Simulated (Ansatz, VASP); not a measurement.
## One calculation of PbO, two programs

File INCAR:

```
  ALGO = Normal
  EDIFF = 1E-7
  ENCUT = 520
  GGA = PE
  ISIF = 2
  ISMEAR = 0
  LASPH = True
  LCHARG = False
  LREAL = False
  LWAVE = False
  NBANDS = 28
  NELM = 100
  PREC = Accurate
  SIGMA = 0.05
```

KPOINTS

```
k-points
0
Gamma
  8 8 6
```

The input POSCAR:

```
PbO
1.0
    4.0340160000      0.0000000000      0.0000000000
    0.0000000000      4.0340160000      0.0000000000
    0.0000000000      0.0000000000      5.0220000000
Pb O
2 2
Direct
    0.0000000000      0.5000000000      0.2351000000
    0.5000000000      0.0000000000      0.7649000000
    0.0000000000      0.0000000000      0.0000000000
    0.5000000000      0.5000000000      0.0000000000
```

Input for Ansatz:

```yaml
crystal:
  lattice:
    - [4.034016, 0.0, 0.0]
    - [0.0, 4.034016, 0.0]
    - [0.0, 0.0, 5.022]
  atoms:
    - { symbol: Pb, position: [0.0, 0.5, 0.2351] }
    - { symbol: Pb, position: [0.5, 0.0, 0.7649] }
    - { symbol: O, position: [0.0, 0.0, 0.0] }
    - { symbol: O, position: [0.5, 0.5, 0.0] }
basis:
  ecutwfc: 420
kpoints:
  mp_grid: { grid: [8, 8, 6] }
hamiltonian:
  xc: pbe
scf:
  occupations: { method: gaussian, width: 0.05 }
output:
  forces: true
  stress: true
  eigenvalues: true
  write_density: true
  write_potential: true
  elf: true
  volumetric_format: npy
```

Change from the starting cell: strain +0.015 along x and y, +0.000 along z, atoms carried along.

Alike in both runs: task single point; functional PBE; k mesh 8 × 8 × 6; occupations gaussian, width 0.05 eV; no spin polarisation.

|  | VASP | Ansatz |
| --- | --- | --- |
| version | VASP 6.6.1 | Ansatz 0.2.0 |
| potentials or method | VASP PAW PBE potentials, release 64 (Pb_d, O), cutoff 520 eV | scalar-relativistic, plane waves, PAW |
| valence electrons in the cell | 40 | 40 |

```tsv
	VASP	Ansatz	Ansatz less VASP
gap on the k mesh at the Fermi level (eV)	1.33	1.32	-0.006
least direct gap on the mesh (eV)	2.26	2.26	+0.006
pressure (GPa)	2.2	2.1	-0.07
traceless stress, the component that is largest in VASP (GPa)	0.05	0.07	+0.021
rms of the force components (eV/Å)	0.058	0.042	-0.0159
```

Atom by atom the forces differ by 0.016 eV/Å (rms over components).

Spin-orbit coupling is off throughout.
